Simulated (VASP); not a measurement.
# BP in VASP: single point with PBEsol+D4

Aim: the single point of BP with PBEsol+D4.

Everything below comes from runs of VASP 6.6.1. Logs are shortened: lines on timing, memory, paths and dates and some standing lists are left out, and cuts for length are marked.

## (1) The cell of the first run

The cell holds a sheet with vacuum, 2 atoms: a = 3.196 Å, b = 3.196 Å, c = 23.800 Å, α = 90.00°, β = 90.00°, γ = 120.00°.

## (2) Single point, PBEsol+D4

File INCAR:

```
PREC     = Accurate       # precision mode
ENCUT    = 420            # plane-wave cutoff, eV
EDIFF    = 1E-6           # SCF threshold, eV
ISMEAR   = 0              # smearing method
SIGMA    = 0.03           # smearing width, eV
LREAL    = False          # projectors in reciprocal space
LASPH    = True           # aspherical terms in the spheres
NELM     = 120            # most SCF steps
ALGO     = Normal         # electronic algorithm
ISIF     = 2              # what is computed and relaxed
LWAVE    = False          # write WAVECAR
LCHARG   = False          # write CHGCAR
LDIPOL   = True         
IDIPOL   = 3            
DIPOL    = 0.5 0.5 0.294
GGA      = PS             # functional
IVDW     = 13             # dispersion correction
NBANDS   = 11             # bands
GGA_COMPAT= False        
NELMDL   = -8
```

File KPOINTS:

```
regular mesh
0
Gamma
  12 12 1
```

File POSCAR:

```
BP
1.0
    3.1955474887      0.0000000000      0.0000000000
   -1.5977737444      2.7674253042      0.0000000000
    0.0000000000      0.0000000000     23.8000000000
B P
1 1
Direct
    0.3333333333      0.6666666667      0.2941176471
    0.6666666667      0.3333333333      0.2941176471
```

Potentials or basis: VASP PAW PBE potentials, release 64 (B, P).

The run is started by

```console
$ cat potpaw_PBE.64/B/POTCAR potpaw_PBE.64/P/POTCAR > POTCAR
$ mpirun -np 1 vasp_std > vasp.out
```

OUTCAR:

```text
PREC = Accurate
   ENCUT = 420
   EDIFF = 1E-6
   ISMEAR = 0
   LREAL = False
   LASPH = True
   NELM = 120
   ISIF = 2
   GGA = PS
   IVDW = 13
   NELMDL = -8

 ion  position               nearest neighbor table
   1  0.333  0.667  0.294-   2 1.84   2 1.84   2 1.84
   2  0.667  0.333  0.294-   1 1.84   1 1.84   1 1.84

  LATTYP: Found a hexagonal cell.
 ALAT       =     3.1955474887
 C/A-ratio  =     7.4478630295

  Lattice vectors:

 A1 = (   3.1955474887,   0.0000000000,   0.0000000000)
 A2 = (  -1.5977737444,   2.7674253042,   0.0000000000)
 A3 = (   0.0000000000,   0.0000000000,  23.8000000000)

Analysis of symmetry for initial positions (statically):
=====================================================================
 Subroutine PRICEL returns:
 Original cell was already a primitive cell.

 Routine SETGRP: Setting up the symmetry group for a
 hexagonal supercell.

 Subroutine GETGRP returns: Found 12 space group operations
 (whereof  6 operations were pure point group operations)
 out of a pool of 24 trial point group operations.

The static configuration has the point symmetry C_3v.
 The point group associated with its full space group is D_3h.

Analysis of symmetry for dynamics (positions and initial velocities):
=====================================================================
 Subroutine PRICEL returns:
 Original cell was already a primitive cell.

 Routine SETGRP: Setting up the symmetry group for a
 hexagonal supercell.

 Subroutine GETGRP returns: Found 12 space group operations
 (whereof  6 operations were pure point group operations)
 out of a pool of 24 trial point group operations.

The dynamic configuration has the point symmetry C_3v.
 The point group associated with its full space group is D_3h.

 Subroutine INISYM returns: Found 12 space group operations
 (whereof  6 operations are pure point group operations),
 and found     1 'primitive' translations

----------------------------------------------------------------------------------------

                                     Primitive cell

  volume of cell :     210.4738

  direct lattice vectors                    reciprocal lattice vectors
     3.195547489  0.000000000  0.000000000     0.312935421  0.180673350  0.000000000
    -1.597773744  2.767425304  0.000000000     0.000000000  0.361346700  0.000000000
     0.000000000  0.000000000 23.800000000     0.000000000  0.000000000  0.042016807

  length of vectors
     3.195547489  3.195547489 23.800000000     0.361346700  0.361346700  0.042016807

  position of ions in fractional coordinates (direct lattice)
     0.333333333  0.666666667  0.294117647
     0.666666667  0.333333333  0.294117647

  ion indices of the primitive-cell ions
   primitive index   ion index
                 1           1
                 2           2

----------------------------------------------------------------------------------------

 KPOINTS: regular mesh

Automatic generation of k-mesh.
 Grid dimensions read from file:
 generate k-points for:   12   12    1

 Generating k-lattice:

  Cartesian coordinates                     Fractional coordinates (reciprocal lattice)
     0.026077952  0.015056112  0.000000000     0.083333333  0.000000000  0.000000000
     0.000000000  0.030112225  0.000000000     0.000000000  0.083333333  0.000000000
     0.000000000  0.000000000  0.042016807     0.000000000  0.000000000  1.000000000

  Length of vectors
     0.030112225  0.030112225  0.042016807

  Shift w.r.t. Gamma in fractional coordinates (k-lattice)
     0.000000000  0.000000000  0.000000000

 Subroutine IBZKPT returns following result:
 ===========================================

 Found     19 irreducible k-points:

 Following reciprocal coordinates:
            Coordinates               Weight
  0.000000  0.000000  0.000000      1.000000
  0.083333  0.000000  0.000000      6.000000
  0.166667  0.000000  0.000000      6.000000
  0.250000  0.000000  0.000000      6.000000
  0.333333  0.000000  0.000000      6.000000
  0.416667  0.000000  0.000000      6.000000
[... 11 lines left out ...]
  0.333333  0.250000  0.000000     12.000000
  0.333333  0.333333  0.000000      2.000000
   k-points           NKPTS =     19   k-points in BZ     NKDIM =     19   number of bands    NBANDS=     11
   number of dos      NEDOS =    301   number of ions     NIONS =      2
   total plane-waves  NPLWV =  92160
   dimension x,y,z NGX =    24 NGY =   24 NGZ =  160
   dimension x,y,z NGXF=    48 NGYF=   48 NGZF=  320
   ions per type =               1   1
   NGX,Y,Z   is equivalent  to a cutoff of  12.49, 12.49, 11.18 a.u.
   NGXF,Y,Z  is equivalent  to a cutoff of  24.97, 24.97, 22.35 a.u.
 SYSTEM =  unknown system
   PREC   = accura    normal or accurate (medium, high low for compatibility)
   ISTART =      0    job   : 0-new  1-cont  2-samecut
   ICHARG =      2    charge: 1-file 2-atom 10-const
   ISPIN  =      1    spin polarized calculation?
   LNONCOLLINEAR =      F non collinear calculations
   LSORBIT =      F    spin-orbit coupling
   LASPH  =      T    aspherical Exc in radial PAW
   ENCUT  =  420.0 eV  30.87 Ry    5.56 a.u.   5.34  5.34 39.77*2*pi/ulx,y,z
   NELM   =    120;   NELMIN=  2; NELMDL= -8     # of ELM steps
   EDIFF  = 0.1E-05   stopping-criterion for ELM
   LREAL  =      F    real-space projection
   EDIFFG = 0.1E-04   stopping-criterion for IOM
   NSW    =      0    number of steps for IOM
   IBRION =     -1    ionic relax: 0-MD 1-quasi-New 2-CG
   NFREE  =      0    steps in history (QN), initial steepest desc. (CG)
   ISIF   =      2    stress and relaxation
   ISYM   =      2    0-nonsym 1-usesym 2-fastsym
   POTIM  = 0.5000    time-step for ionic-motion
   TEBEG  =    0.0;   TEEND  =   0.0 temperature during run
   PSTRESS=    0.0 pullay stress
   NELECT =       8.0000    total number of electrons
   NUPDOWN=      -1.0000    fix difference up-down
   EMIN   =  10.00;   EMAX   =-10.00  energy-range for DOS
   EFERMI =   0.00;   METHOD = LEGACY
   ISMEAR =     0;   SIGMA  =   0.03  broadening in eV -4-tet -1-fermi 0-gaus
   EFERMI_NEDOS =   21; number of points for ismear=-14 and -15
   IALGO  =     38    algorithm
   IMIX   =      4    mixing-type and parameters
     AMIX     =   0.40;   BMIX     =  1.00
     AMIX_MAG =   1.60;   BMIX_MAG =  1.00
  volume/ion in A,a.u.               =     105.24       710.17
  Fermi-wavevector in a.u.,A,eV,Ry     =   0.550434  1.040170  4.122264  0.302978
  Thomas-Fermi vector in A             =   1.582001
   LORBIT       =      0    0 simple, 1 ext, 2 COOP (PROOUT), +10 PAW based schemes
   GGA     = PS    functional components
   LHFCALC =     F    Hartree Fock is set to
   AEXX    =    0.0000 exact exchange contribution
   IVDW    =    13    specifies the selected vdW correction
   LEPSILON=     F    determine dielectric tensor
   LRPA    =     F    only Hartree local field effects (RPA)
 non-spin polarized calculation
 Gauss-broadening in eV      SIGMA  =   0.03
  energy-cutoff  :      420.00
  volume of cell :      210.47
 maximum number of plane-waves:      4149
 NGX is ok and might be reduce to    24
   NGX = 11   NGY = 11   NGZ = 79

 dipolmoment           0.000000      0.000000     -0.000000 electrons x Angstroem

 number of electron       8.0000001 magnetization

 dipolmoment           0.000000      0.000000      0.000001 electrons x Angstroem

 Free energy of the ion-electron system (eV)
  ---------------------------------------------------
  ext. energy  EPLUGINS =         0.00000000
  ---------------------------------------------------
  free energy    TOTEN  =       -12.71095936 eV

  energy without entropy =      -12.71095936  energy(sigma->0) =      -12.71095936

 E-fermi :  -3.5987     XC(G=0):  -1.8129

 val. band max:       -3.7955101898   @ k =   0.3333   0.3333   0.0000
 cond. band min:      -2.9303754956   @ k =   0.3333   0.3333   0.0000
 fundamental gap:      0.8651346942
 Fermi energy:        -3.5987357614

 k-point     1 :       0.0000    0.0000    0.0000
  band No.  band energies     occupation
      1     -17.5471      2.00000
      2      -8.0319      2.00000
      3      -5.4047      2.00000
      4      -5.4047      2.00000
      5       0.0256      0.00000
      6       0.8888      0.00000
      7       0.8888      0.00000
      8       1.1818      0.00000
      9       1.4077      0.00000
     10       1.9860      0.00000
     11       2.0566      0.00000

 k-point     2 :       0.0833    0.0000    0.0000
  band No.  band energies     occupation
      1     -17.4401      2.00000
      2      -7.9156      2.00000
      3      -5.9443      2.00000
      4      -5.6151      2.00000
      5       0.1419      0.00000
      6       0.7086      0.00000
      7       1.3155      0.00000
      8       1.3284      0.00000
      9       1.5480      0.00000
     10       2.1911      0.00000
     11       2.3254      0.00000

 k-point     3 :       0.1667    0.0000    0.0000
  band No.  band energies     occupation
      1     -17.1219      2.00000
      2      -7.5693      2.00000
      3      -7.2181      2.00000
      4      -6.0991      2.00000
      5       0.1898      0.00000
      6       0.6260      0.00000
      7       1.7141      0.00000
      8       1.9580      0.00000
      9       2.4949      0.00000
     10       2.5887      0.00000
     11       2.8071      0.00000

 k-point     4 :       0.2500    0.0000    0.0000
  band No.  band energies     occupation
      1     -16.6030      2.00000
      2      -8.7456      2.00000
      3      -7.0030      2.00000
      4      -6.6268      2.00000
      5      -0.2338      0.00000
      6       1.2323      0.00000
      7       1.3708      0.00000
      8       2.3954      0.00000
      9       2.6384      0.00000
     10       3.2706      0.00000
     11       3.4874      0.00000

 k-point     5 :       0.3333    0.0000    0.0000
  band No.  band energies     occupation
      1     -15.9120      2.00000
      2     -10.2547      2.00000
      3      -7.0612      2.00000
      4      -6.2443      2.00000
      5      -0.6112      0.00000
      6      -0.2512      0.00000
      7       2.1168      0.00000
      8       3.3182      0.00000
      9       3.5897      0.00000
     10       4.2050      0.00000
     11       4.4173      0.00000
[... 141 lines left out ...]
 k-point    16 :       0.4167    0.1667    0.0000
  band No.  band energies     occupation
      1     -14.4534      2.00000
      2     -11.9458      2.00000
      3      -8.8300      2.00000
      4      -4.5326      2.00000
      5      -2.4333      0.00000
      6       1.0844      0.00000
      7       3.7154      0.00000
      8       4.3270      0.00000
      9       5.4193      0.00000
     10       6.4023      0.00000
     11       6.6706      0.00000

 k-point    17 :       0.2500    0.2500    0.0000
  band No.  band energies     occupation
      1     -14.9249      2.00000
      2     -10.9762      2.00000
      3      -9.2340      2.00000
      4      -5.1154      2.00000
      5      -1.5415      0.00000
      6       2.4057      0.00000
      7       3.3576      0.00000
      8       3.3952      0.00000
      9       4.1796      0.00000
     10       4.9917      0.00000
     11       5.0935      0.00000

 k-point    18 :       0.3333    0.2500    0.0000
  band No.  band energies     occupation
      1     -14.3114      2.00000
      2     -11.6358      2.00000
      3      -9.7060      2.00000
      4      -4.3086      2.00000
      5      -2.4607      0.00000
      6       2.7344      0.00000
      7       2.8762      0.00000
      8       4.2963      0.00000
      9       5.4021      0.00000
     10       6.2648      0.00000
     11       6.4443      0.00000

 k-point    19 :       0.3333    0.3333    0.0000
  band No.  band energies     occupation
      1     -14.0487      2.00000
      2     -11.6940      2.00000
      3     -10.1579      2.00000
      4      -3.7955      2.00000
      5      -2.9304      0.00000
      6       2.5064      0.00000
      7       3.5902      0.00000
      8       4.6804      0.00000
      9       5.9198      0.00000
     10       6.9816      0.00000
     11       7.0867      0.00000

------------------------ aborting loop because EDIFF is reached ----------------------------------------

 vacuum level on the upper side and lower side of the slab       (xc-potential included)        -0.008        -0.008

  DFT-D4 for vdW energy calculation

  Edisp (eV):   -0.13936

  FORCE on cell =-STRESS in cart. coord.  units (eV):
  Direction    XX          YY          ZZ          XY          YZ          ZX
  --------------------------------------------------------------------------------------
  -------------------------------------------------------------------------------------
  Total       0.02111     0.02111    -0.00450    -0.00000     0.00000    -0.00000
  in kB       0.16066     0.16066    -0.03427    -0.00000     0.00000    -0.00000
  external pressure =        0.10 kB  Pullay stress =        0.00 kB

 VOLUME and BASIS-vectors are now :
 -----------------------------------------------------------------------------
  energy-cutoff  :      420.00
  volume of cell :      210.47
      direct lattice vectors                 reciprocal lattice vectors
     3.195547489  0.000000000  0.000000000     0.312935421  0.180673350  0.000000000
    -1.597773744  2.767425304  0.000000000     0.000000000  0.361346700  0.000000000
     0.000000000  0.000000000 23.800000000     0.000000000  0.000000000  0.042016807

 POSITION                                       TOTAL-FORCE (eV/Angst)
 -----------------------------------------------------------------------------------
     -0.00000      1.84495      7.00000        -0.000000     -0.000000      0.000000
      1.59777      0.92248      7.00000         0.000000      0.000000     -0.000000
 -----------------------------------------------------------------------------------
    total drift:                               -0.000000      0.000000      0.000000

  FREE ENERGIE OF THE ION-ELECTRON SYSTEM (eV)
  ---------------------------------------------------
  free  energy   TOTEN  =       -12.8503166334 eV

  energy  without entropy=      -12.8503166334  energy(sigma->0) =      -12.85031663

 vacuum level on the upper side and lower side of the slab         1.349         1.349
```

Wall time 54 s (1 thread of AMD EPYC 7R43 (Zen 3), shared host); peak memory 0.26 GiB.

What came out:

* Free energy: -12.8503 eV
* Band gap on the k mesh: 0.87 eV
* Dispersion energy per atom: -0.070 eV

Caveat: the PAW data sets were made with another functional, which shifts forces and pressure a little.
